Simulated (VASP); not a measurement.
TaTe2H: single point with PBE

The system is TaTe2H.

```
Ta Te H
1.0
    -3.26204    3.26204    2.55477
     3.26204   -3.26204    2.55477
     3.26204    3.26204   -2.55477
Ta Te H
1 2 1
Direct
  0.19692 0.19692 0.00000
  0.94257 0.44257 0.50000
  0.44257 0.94257 0.50000
  0.68054 0.68054 0.00000
```

The cell was built from a structure type or drawn by symmetry, and may not be a known phase.

```yaml
Program: VASP 6.6.1
Task: single point
Functional: PBE
Potentials_or_basis: VASP PAW PBE potentials, release 64 (Ta_pv, Te, H)
Cutoff: 520 eV
k_mesh: 4 × 4 × 4
Occupations: gaussian, width 0.1 eV
Spin: no spin polarisation
Dipole_correction: no
Further_INCAR_settings: ALGO = Normal; EDIFF = 1e-06; NBANDS = 20
```

- Pressure: -1.9 GPa
- Largest force: 0.491 eV/Å
- Band gap on the k mesh: zero (bands 12 and 13 overlap by 0.64 eV)

Forces on the atoms (eV/Å):
```
Ta   0.000  0.000  0.491
Te   0.000  0.000 -0.010
Te   0.000  0.000 -0.010
H    0.000  0.000 -0.471
```

Stress tensor (GPa, compression positive):
```
-13.39   0.00   0.00
  0.00 -13.39   0.00
  0.00   0.00  21.13
```

Levels at points of the mesh, in eV from the Fermi level:
| k point | band 10 | band 11 | band 12 | band 13 | band 14 | band 15 |
| --- | --- | --- | --- | --- | --- | --- |
| (0.00, 0.00, 0.00) | -1.70 | -1.70 | -0.74 | -0.48 | -0.01 | 2.28 |
| (0.50, 0.00, 0.00) | -0.92 | -0.68 | -0.27 | 0.10 | 0.14 | 0.21 |
| (0.50, 0.50, 0.00) | -0.88 | -0.16 | 0.16 | 0.33 | 0.63 | 1.02 |
| (0.50, 0.50, 0.50) | -0.79 | -0.79 | -0.27 | 0.21 | 0.23 | 2.03 |

Wall time 22 s on 1 thread of Intel(R) Xeon(R) 6975P-C (Granite Rapids), with other jobs on the host, peak memory 0.25 GiB.

Caveat: the k points lie up to 0.39 Å⁻¹ apart, too coarse for converged energies and pressures of a metal; spin-orbit coupling is left out, which moves the levels of the heavy elements.
